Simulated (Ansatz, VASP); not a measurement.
# SnS2 in VASP and in Ansatz

INCAR

```
SYSTEM = SnS2
ALGO     = Normal         ! electronic algorithm
EDIFF    = 1E-7           ! SCF threshold, eV
EDIFFG   = -0.02          ! ionic threshold
ENCUT    = 500            ! plane-wave cutoff, eV
GGA      = RE             ! functional
GGA_COMPAT= .False.      
IBRION   = 2              ! ionic algorithm
ISIF     = 3              ! what is computed and relaxed
ISMEAR   = 0              ! smearing method
IVDW     = 12             ! dispersion correction
LASPH    = .True.         ! aspherical terms in the spheres
LCHARG   = .False.        ! write CHGCAR
LREAL    = .False.        ! projectors in reciprocal space
LWAVE    = .False.        ! write WAVECAR
NELM     = 120            ! most SCF steps
NELMIN   = 4            
NSW      = 80             ! ionic steps
PREC     = Accurate       ! precision mode
SIGMA    = 0.01           ! smearing width, eV
```

KPOINTS

```
k-points
0
Gamma
  12 12 4
  0 0 0
```

The input POSCAR:

```
SnS2
1.0
    3.6390000000      0.0000000000      0.0000000000
   -1.8195000000      3.1514664444      0.0000000000
    0.0000000000      0.0000000000      5.8680000000
Sn S
1 2
Direct
    0.0000000000      0.0000000000      0.0000000000
    0.3333330000      0.6666670000      0.2500000000
    0.6666670000      0.3333330000      0.7500000000
```

Input for Ansatz:

```yaml
crystal:
  lattice:
    - [3.639, 0.0, 0.0]
    - [-1.819499999999999, 3.151466444371572, 0.0]
    - [0.0, 0.0, 5.868]
  atoms:
    - { symbol: Sn, position: [0.0, 0.0, 0.0] }
    - { symbol: S, position: [0.33333299999999993, 0.6666669999999999, 0.25] }
    - { symbol: S, position: [0.666667, 0.333333, 0.7499999999999999] }
basis:
  ecutwfc: 650.0
kpoints:
  mp_grid:
    grid: [12, 12, 4]
hamiltonian:
  xc: revpbe
  dispersion: d3bj
scf:
  occupations:
    method: fixed
relax:
  f_tol: 0.02
  cell: {}
```

Alike in both runs: task relaxation of cell and atoms; functional revPBE; dispersion D3(BJ); k mesh 12 × 12 × 4; no spin polarisation.

|  | VASP | Ansatz |
| --- | --- | --- |
| version | VASP 6.6.1 | Ansatz 0.2.0 |
| potentials or method | VASP PAW PBE potentials, release 64 (Sn_d, S), cutoff 500 eV | plane waves, PAW |
| occupations | gaussian, width 0.01 eV | fixed |
| valence electrons in the cell | 26 | 26 |

```tsv
	VASP	Ansatz	Ansatz less VASP
relaxed volume (Å³/atom)	21.62	21.67	+0.044
relaxed cell length with the largest relative difference (Å)	3.652	3.655	+0.0025
```

VASP's potentials were made for PBE, not for revPBE. Ansatz's warnings: structure snapped to symmetry.
